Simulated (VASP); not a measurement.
# Be3CCl2 (P-3m1) in VASP: a series of runs

Runs on Be3CCl2. Level: PBE. Tasks: single point, relaxation of cell and atoms.

All numbers are computed with VASP 6.6.1; they aren't measurements. Logs are shortened: lines on timing, memory, paths and dates and some standing lists are left out, and cuts for length are marked.

### Step 1. The cell of the first run

The structure is trigonal, space group P-3m1 (No. 164). The conventional cell has a = 3.289 Å, b = 3.289 Å, c = 8.044 Å, α = 90.00°, β = 90.00°, γ = 120.00°. Within 2.8 Å of Be (site symmetry 3m) lie 3 C at 2.10 Å and 3 Cl at 2.46 Å and 3 Be at 2.63 Å. Be (site symmetry -3m) has 6 Cl at 2.46 Å within 3.2 Å. C (site symmetry -3m) has 6 Be at 2.10 Å within 2.8 Å. Cl (site symmetry 3m) has 6 Be at 2.46 Å and 3 C at 3.11 Å within 3.2 Å.

### Step 2. Single point, PBE

File INCAR:

```
PREC = Accurate
ENCUT = 520
EDIFF = 1E-6
ISMEAR = 0
SIGMA = 0.1
LREAL = False
LASPH = True
NELM = 80
ALGO = Normal
ISIF = 2
LWAVE = False
LCHARG = False
GGA = PE
NBANDS = 21
```

File KPOINTS:

```
Automatic mesh
0
Gamma
  6 6 2
```

File POSCAR:

```
Be3CCl2
1.0
    3.2890095900      0.0000000000      0.0000000000
   -1.6445048000      2.8483658600      0.0000000000
    0.0000000000      0.0000000000      8.0438972100
Be C Cl
3 1 2
Direct
    0.3333333300      0.6666666700      0.8871235500
    0.6666666700      0.3333333300      0.1128764500
    0.0000000000      0.0000000000      0.5000000000
    0.0000000000      0.0000000000      0.0000000000
    0.3333333300      0.6666666700      0.3064382200
    0.6666666700      0.3333333300      0.6935617800
```

Potentials or basis: VASP PAW PBE potentials, release 64 (Be, C, Cl).

Launch:

```
$ cat potpaw_PBE.64/Be/POTCAR potpaw_PBE.64/C/POTCAR potpaw_PBE.64/Cl/POTCAR > POTCAR
$ mpirun -np 1 vasp_std > vasp.out
```

OUTCAR:

```text
PREC = Accurate
   ENCUT = 520
   EDIFF = 1E-6
   ISMEAR = 0
   LREAL = False
   LASPH = True
   NELM = 80
   ISIF = 2
   GGA = PE

 ion  position               nearest neighbor table
   1  0.333  0.667  0.887-   4 2.10   4 2.10   4 2.10   6 2.46   6 2.46   6 2.46
   2  0.667  0.333  0.113-   4 2.10   4 2.10   4 2.10   5 2.46   5 2.46   5 2.46
   3  0.000  0.000  0.500-   5 2.46   6 2.46   6 2.46   5 2.46   6 2.46   5 2.46
   4  0.000  0.000  0.000-   1 2.10   2 2.10   2 2.10   1 2.10   2 2.10   1 2.10
   5  0.333  0.667  0.306-   2 2.46   2 2.46   2 2.46   3 2.46   3 2.46   3 2.46
   6  0.667  0.333  0.694-   1 2.46   1 2.46   1 2.46   3 2.46   3 2.46   3 2.46

  LATTYP: Found a hexagonal cell.
 ALAT       =     3.2890095900
 C/A-ratio  =     2.4456898011

  Lattice vectors:

 A1 = (   3.2890095900,   0.0000000000,   0.0000000000)
 A2 = (  -1.6445048000,   2.8483658600,   0.0000000000)
 A3 = (   0.0000000000,   0.0000000000,   8.0438972100)

Analysis of symmetry for initial positions (statically):
=====================================================================
 Subroutine PRICEL returns:
 Original cell was already a primitive cell.

 Routine SETGRP: Setting up the symmetry group for a
 hexagonal supercell.

 Subroutine GETGRP returns: Found 12 space group operations
 (whereof 12 operations were pure point group operations)
 out of a pool of 24 trial point group operations.

The static configuration has the point symmetry D_3d.

Analysis of symmetry for dynamics (positions and initial velocities):
=====================================================================
 Subroutine PRICEL returns:
 Original cell was already a primitive cell.

 Routine SETGRP: Setting up the symmetry group for a
 hexagonal supercell.

 Subroutine GETGRP returns: Found 12 space group operations
 (whereof 12 operations were pure point group operations)
 out of a pool of 24 trial point group operations.

The dynamic configuration has the point symmetry D_3d.

 Subroutine INISYM returns: Found 12 space group operations
 (whereof 12 operations are pure point group operations),
 and found     1 'primitive' translations

----------------------------------------------------------------------------------------

                                     Primitive cell
[... 87 lines left out ...]
   NELM   =     80;   NELMIN=  2; NELMDL= -5     # of ELM steps
   EDIFF  = 0.1E-05   stopping-criterion for ELM
   LREAL  =      F    real-space projection
   EDIFFG = 0.1E-04   stopping-criterion for IOM
   NSW    =      0    number of steps for IOM
   IBRION =     -1    ionic relax: 0-MD 1-quasi-New 2-CG
   NFREE  =      0    steps in history (QN), initial steepest desc. (CG)
   ISIF   =      2    stress and relaxation
   ISYM   =      2    0-nonsym 1-usesym 2-fastsym
   POTIM  = 0.5000    time-step for ionic-motion
   TEBEG  =    0.0;   TEEND  =   0.0 temperature during run
   PSTRESS=    0.0 pullay stress
   NELECT =      24.0000    total number of electrons
   NUPDOWN=      -1.0000    fix difference up-down
   EMIN   =  10.00;   EMAX   =-10.00  energy-range for DOS
   EFERMI =   0.00;   METHOD = LEGACY
   ISMEAR =     0;   SIGMA  =   0.10  broadening in eV -4-tet -1-fermi 0-gaus
   EFERMI_NEDOS =   21; number of points for ismear=-14 and -15
   IALGO  =     38    algorithm
   IMIX   =      4    mixing-type and parameters
     AMIX     =   0.40;   BMIX     =  1.00
     AMIX_MAG =   1.60;   BMIX_MAG =  1.00
  volume/ion in A,a.u.               =      12.56        84.76
  Fermi-wavevector in a.u.,A,eV,Ry     =   1.117985  2.112686 17.005802  1.249891
  Thomas-Fermi vector in A             =   2.254613
   LORBIT       =      0    0 simple, 1 ext, 2 COOP (PROOUT), +10 PAW based schemes
   GGA     = PE    functional components
   LHFCALC =     F    Hartree Fock is set to
   AEXX    =    0.0000 exact exchange contribution
   IVDW    =     0    specifies the selected vdW correction
   LEPSILON=     F    determine dielectric tensor
   LRPA    =     F    only Hartree local field effects (RPA)
 non-spin polarized calculation
 Gauss-broadening in eV      SIGMA  =   0.10
  energy-cutoff  :      520.00
  volume of cell :       75.36
 maximum number of plane-waves:      2048
   NGX = 13   NGY = 13   NGZ = 29

 number of electron      24.0000003 magnetization

 Free energy of the ion-electron system (eV)
  ---------------------------------------------------
  ext. energy  EPLUGINS =         0.00000000
  ---------------------------------------------------
  free energy    TOTEN  =       -22.04004640 eV

  energy without entropy =      -22.01618929  energy(sigma->0) =      -22.02811784

 E-fermi :   6.5842     XC(G=0): -10.1700

 val. band max:        5.8252670214   @ k =   0.3333   0.0000   0.5000
 cond. band min:       6.5888720133   @ k =   0.1667  -0.0000   0.0000
 fundamental gap:      0.7636049919
 Fermi energy:         6.5841606766

 k-point     1 :       0.0000    0.0000    0.0000
  band No.  band energies     occupation
      1     -12.7124      2.00000
      2     -12.3102      2.00000
      3      -4.8589      2.00000
      4      -1.5513      2.00000
      5      -0.8422      2.00000
      6       1.6930      2.00000
[... 325 lines left out ...]
     20      14.3159      0.00000
     21      14.3159      0.00000

------------------------ aborting loop because EDIFF is reached ----------------------------------------

  FORCE on cell =-STRESS in cart. coord.  units (eV):
  Direction    XX          YY          ZZ          XY          YZ          ZX
  --------------------------------------------------------------------------------------
  -------------------------------------------------------------------------------------
  Total       -6.8901489     -6.8901489     -1.7848749      0.0000000      0.0000000     -0.0000000
  in kB     -146.4912776   -146.4912778    -37.9481790      0.0000003      0.0000000     -0.0000000
  external PRESSURE =    -110.3102448 kB  Pullay stress =       0.0000000 kB

 VOLUME and BASIS-vectors are now :
 -----------------------------------------------------------------------------
  energy-cutoff  :      520.00
  volume of cell :       75.36
      direct lattice vectors                 reciprocal lattice vectors
     3.289009590  0.000000000  0.000000000     0.304042896  0.175539248  0.000000000
    -1.644504800  2.848365860  0.000000000     0.000000000  0.351078495  0.000000000
     0.000000000  0.000000000  8.043897210     0.000000000  0.000000000  0.124317849

 POSITION                                       TOTAL-FORCE (eV/Angst)
 -----------------------------------------------------------------------------------
     -0.00000      1.89891      7.13593        -0.000000      0.000000      3.677373
      1.64450      0.94946      0.90797        -0.000000      0.000000     -3.677373
      0.00000      0.00000      4.02195        -0.000000      0.000000      0.000000
      0.00000      0.00000      0.00000        -0.000000      0.000000      0.000000
     -0.00000      1.89891      2.46496         0.000000      0.000000      2.383515
      1.64450      0.94946      5.57894        -0.000000     -0.000000     -2.383515
 -----------------------------------------------------------------------------------
    total drift:                               -0.000000     -0.000000     -0.000000

  FREE ENERGIE OF THE ION-ELECTRON SYSTEM (eV)
  ---------------------------------------------------
  free  energy   TOTEN  =       -22.0400463994 eV

  energy  without entropy=      -22.0161892888  energy(sigma->0) =      -22.02811784
```

OSZICAR:

```text
N       E                     dE             d eps       ncg     rms          rms(c)
DAV:   1     0.912920854383E+02    0.91292E+02   -0.10515E+04   588   0.101E+03
DAV:   2    -0.183752533640E+02   -0.10967E+03   -0.10441E+03   803   0.185E+02
DAV:   3    -0.265645788947E+02   -0.81893E+01   -0.81342E+01   768   0.525E+01
[... 13 lines left out ...]
DAV:  17    -0.220401034756E+02   -0.44764E-04   -0.21890E-04   828   0.655E-02    0.988E-02
DAV:  18    -0.220400496308E+02    0.53845E-04   -0.68796E-05   758   0.365E-02    0.399E-02
DAV:  19    -0.220400506642E+02   -0.10334E-05   -0.40775E-05   801   0.225E-02    0.174E-02
DAV:  20    -0.220400466769E+02    0.39874E-05   -0.23977E-05   737   0.166E-02    0.136E-02
DAV:  21    -0.220400463994E+02    0.27752E-06   -0.63550E-07   421   0.481E-03
   1 F= -.22040046E+02 E0= -.22028118E+02  d E =-.238571E-01
```

It took 26 s on 1 thread of Intel Xeon 6975P-C, shared host; peak memory 0.18 GiB.

What came out:

```
Free energy            : -22.0400 eV
Pressure               : -11.0 GPa
Largest force          : 3.677 eV/Å
Band gap on the k mesh : zero (band 12 reaches 7.16 eV, above the bottom of band 13 at 5.70 eV)
```

Forces on the atoms (eV/Å):
```
Be   0.000  0.000  3.677
Be   0.000  0.000 -3.677
Be   0.000  0.000  0.000
C    0.000  0.000  0.000
Cl   0.000  0.000  2.384
Cl   0.000  0.000 -2.384
```

Caveat: the k points lie up to 0.39 Å⁻¹ apart; forces of over 1 eV/Å act on the atoms, so gaps and moduli don't describe the material at rest.

### Step 3. Single point, PBE

This run uses another cell than the first one, of 15.16 Å³/atom, 1.207 times its volume.

File INCAR:

```
SYSTEM = Be3CCl2
PREC = Accurate
ENCUT = 520
EDIFF = 1E-6
ISMEAR = 0
SIGMA = 0.1
LREAL = .FALSE.
LASPH = .TRUE.
NELM = 60
ALGO = Normal
ISIF = 2
LWAVE = .FALSE.
LCHARG = .FALSE.
GGA = PE
NBANDS = 21
```

File KPOINTS:

```
regular mesh
0
G
  6 6 2
  0 0 0
```

File POSCAR:

```
Be3CCl2
1.0
    3.1045865745      0.0000000027      0.0000000000
   -1.5522932896      2.6886508404      0.0000000000
    0.0000000000      0.0000000000     10.8962831756
Be C Cl
3 1 2
Direct
    0.3333333333      0.6666666667      0.9610523927
    0.6666666667      0.3333333333      0.0389476073
    0.0000000000      0.0000000000      0.5000000000
    0.0000000000      0.0000000000      0.0000000000
    0.3333333333      0.6666666667      0.3819141298
    0.6666666667      0.3333333333      0.6180858702
```

Potentials or basis: VASP PAW PBE potentials, release 64 (Be, C, Cl).

Launch:

```
$ cat potpaw_PBE.64/Be/POTCAR potpaw_PBE.64/C/POTCAR potpaw_PBE.64/Cl/POTCAR > POTCAR
$ mpirun -np 1 vasp_std > vasp.out
```

It took 30 s on 1 thread of Intel Xeon 6975P-C, shared host; peak memory 0.21 GiB.

The run converged. Its results:

| Item | Value |
| --- | --- |
| Free energy | -26.7247 eV |
| Pressure | 0.0 GPa |
| Largest force | 0.006 eV/Å |
| Band gap on the k mesh | 2.24 eV, indirect (least direct gap 2.48 eV) |

Forces on the atoms (eV/Å):
```
Be   0.000  0.000 -0.006
Be   0.000  0.000  0.006
Be   0.000  0.000  0.000
C    0.000  0.000  0.000
Cl   0.000  0.000  0.001
Cl   0.000  0.000 -0.001
```

Stress tensor (GPa, compression positive):
```
-0.01  0.00  0.00
 0.00 -0.01  0.00
 0.00  0.00  0.14
```

Levels at points of the mesh, in eV from the valence-band top:
| k point | band 8 | band 9 | band 10 | band 11 | band 12 | band 13 | band 14 | band 15 | band 16 | band 17 |
| --- | --- | --- | --- | --- | --- | --- | --- | --- | --- | --- |
| (0.00, 0.00, 0.00) | -2.93 | -2.81 | -2.81 | -0.09 | -0.09 | 2.39 | 4.24 | 4.90 | 4.90 | 5.35 |
| (0.50, 0.00, 0.00) | -4.83 | -3.99 | -3.35 | -2.83 | -0.53 | 2.24 | 3.20 | 4.52 | 5.28 | 5.33 |
| (0.00, 0.00, 0.50) | -2.93 | -2.81 | -2.81 | -0.09 | -0.09 | 2.84 | 4.26 | 4.44 | 4.90 | 4.90 |
| (0.50, 0.00, 0.50) | -4.83 | -3.99 | -3.35 | -2.83 | -0.52 | 2.37 | 3.03 | 4.64 | 4.96 | 5.29 |

### Step 4. Relaxation of cell and atoms, PBE

File INCAR:

```
PREC     = Accurate       # precision mode
ENCUT    = 600            # plane-wave cutoff, eV
EDIFF    = 1E-6           # SCF threshold, eV
ISMEAR   = 0              # smearing method
SIGMA    = 0.1            # smearing width, eV
LREAL    = False          # projectors in reciprocal space
LASPH    = True           # aspherical terms in the spheres
NELM     = 60             # most SCF steps
ALGO     = Normal         # electronic algorithm
ISIF     = 3              # what is computed and relaxed
LWAVE    = False          # write WAVECAR
LCHARG   = False          # write CHGCAR
GGA      = PE             # functional
IBRION   = 2              # ionic algorithm
NSW      = 90             # ionic steps
EDIFFG   = -0.04          # ionic threshold
```

File KPOINTS:

```
regular mesh
0
Gamma
  6 6 2
```

File POSCAR:

```
Be3CCl2
1.0
    3.2890095900      0.0000000000      0.0000000000
   -1.6445048000      2.8483658600      0.0000000000
    0.0000000000      0.0000000000      8.0438972100
Be C Cl
3 1 2
Direct
    0.3333333300      0.6666666700      0.8871235500
    0.6666666700      0.3333333300      0.1128764500
    0.0000000000      0.0000000000      0.5000000000
    0.0000000000      0.0000000000      0.0000000000
    0.3333333300      0.6666666700      0.3064382200
    0.6666666700      0.3333333300      0.6935617800
```

Launch:

```
$ cat potpaw_PBE.64/Be/POTCAR potpaw_PBE.64/C/POTCAR potpaw_PBE.64/Cl/POTCAR > POTCAR
$ mpirun -np 1 vasp_std > vasp.out
```

Wall time 6.7 min (1 thread of Intel Xeon 6975P-C, shared host); peak memory 0.22 GiB.

The run converged. Its results:

| Quantity | Value |
| --- | --- |
| Free energy | -26.7068 eV |
| Relaxed volume | 14.54 Å³/atom |
| Relaxed cell | a = 3.104 Å, b = 3.104 Å, c = 10.460 Å, α = 90.00°, β = 90.00°, γ = 120.00° |
| Space group after relaxing (to 0.05 Å) | P-3m1 (No. 164) |
| Energy gained by relaxing | 777.6 meV/atom |
| Ionic steps | 23 |
| Pressure after relaxing | 0.1 GPa |
| Largest force after relaxing | 0.019 eV/Å |
| Band gap on the k mesh | 2.17 eV, indirect (least direct gap 2.56 eV) |

Forces on the atoms (eV/Å):
```
Be   0.000  0.000  0.019
Be   0.000  0.000 -0.019
Be   0.000  0.000  0.000
C    0.000  0.000  0.000
Cl   0.000  0.000 -0.012
Cl   0.000  0.000  0.012
```

Stress tensor (GPa, compression positive):
```
0.02 0.00 0.00
0.00 0.02 0.00
0.00 0.00 0.21
```

Step by step:
```csv
step,energy change (eV),largest force (eV/Å),pressure (GPa),volume (Å³)
1,0.0000,3.6707,-11.01,75.36
2,-2.3756,3.1962,-1.34,66.29
3,-3.1047,1.5255,16.16,60.03
4,-4.1126,0.1565,10.03,66.50
5,-4.2609,0.5965,8.11,70.01
6,-4.2700,0.7154,7.54,71.28
7,-4.4364,0.7467,-3.76,79.48
8,-4.4577,0.4569,-1.29,77.28
9,-4.5489,0.5119,-0.22,77.80
10,-4.5752,0.5722,0.83,78.19
11,-4.6148,0.1960,0.72,79.55
12,-4.6201,0.2746,0.73,80.25
13,-4.6378,0.1869,0.07,81.95
14,-4.6491,0.1051,-1.54,87.16
15,-4.6518,0.0690,-1.10,85.65
16,-4.6603,0.1236,0.05,85.88
17,-4.6605,0.1411,0.22,85.91
18,-4.6627,0.0962,0.19,86.18
19,-4.6650,0.0648,0.10,86.92
20,-4.6650,0.0628,0.10,86.86
21,-4.6655,0.0400,-0.01,87.16
22,-4.6655,0.0421,-0.02,87.19
23,-4.6658,0.0191,0.08,87.27
```

Final structure:
```cif
data_structure
_symmetry_space_group_name_H-M 'P 1'
_symmetry_Int_Tables_number 1
_cell_length_a 3.1038
_cell_length_b 3.1038
_cell_length_c 10.4602
_cell_angle_alpha 90.000
_cell_angle_beta 90.000
_cell_angle_gamma 120.000
_cell_volume 87.27
loop_
_atom_site_label
_atom_site_type_symbol
_atom_site_fract_x
_atom_site_fract_y
_atom_site_fract_z
_atom_site_occupancy
Be1 Be 0.33333 0.66667 0.95913 1
Be2 Be 0.66667 0.33333 0.04087 1
Be3 Be 0.00000 0.00000 0.50000 1
C1 C 0.00000 0.00000 0.00000 1
Cl1 Cl 0.33333 0.66667 0.37718 1
Cl2 Cl 0.66667 0.33333 0.62282 1
```

Levels at points of the mesh, in eV from the valence-band top:
```csv
k point,band 8,band 9,band 10,band 11,band 12,band 13,band 14,band 15,band 16
"(0.00, 0.00, 0.00)",-2.95,-2.83,-2.83,-0.07,-0.07,2.49,4.22,4.93,4.93
"(0.50, 0.00, 0.00)",-4.86,-4.01,-3.37,-2.81,-0.53,2.17,3.26,4.48,5.33
"(0.00, 0.00, 0.50)",-2.95,-2.83,-2.83,-0.07,-0.07,3.04,4.24,4.93,4.93
"(0.50, 0.00, 0.50)",-4.86,-4.01,-3.37,-2.81,-0.52,2.36,3.00,4.64,4.88
```

Caveat: the volume moved by over 15 % at a fixed basis, so the end points are rough. A k mesh can miss the band edges.

### Step 5. The runs side by side

```tsv
task	cell	cutoff (eV)	gap on the mesh (eV)	pressure (GPa)	largest force (eV/Å)
single point	a = 3.289, b = 3.289, c = 8.044 Å, angles 90.0, 90.0, 120.0°, 6 atoms	520	none	-11.0	3.68
single point	a = 3.105, b = 3.105, c = 10.896 Å, angles 90.0, 90.0, 120.0°, 6 atoms	520	2.24	0.0	0.01
relaxation of cell and atoms	relaxed from a = 3.289, b = 3.289, c = 8.044 Å, angles 90.0, 90.0, 120.0°, 6 atoms	600	2.17	0.1	0.02
```

Alike in all rows: level PBE; potentials or basis VASP PAW PBE potentials, release 64 (Be, C, Cl); no spin polarisation; k mesh 6 × 6 × 2; smearing gaussian 0.1 eV.

Caveats: some runs use coarse meshes; forces of over 1 eV/Å act on the atoms, so gaps and moduli don't describe the material at rest (some runs); the volume moved by over 15 % at a fixed basis, so the end points are rough (some runs).

Absolute energies hang on the potentials; compare differences alone.
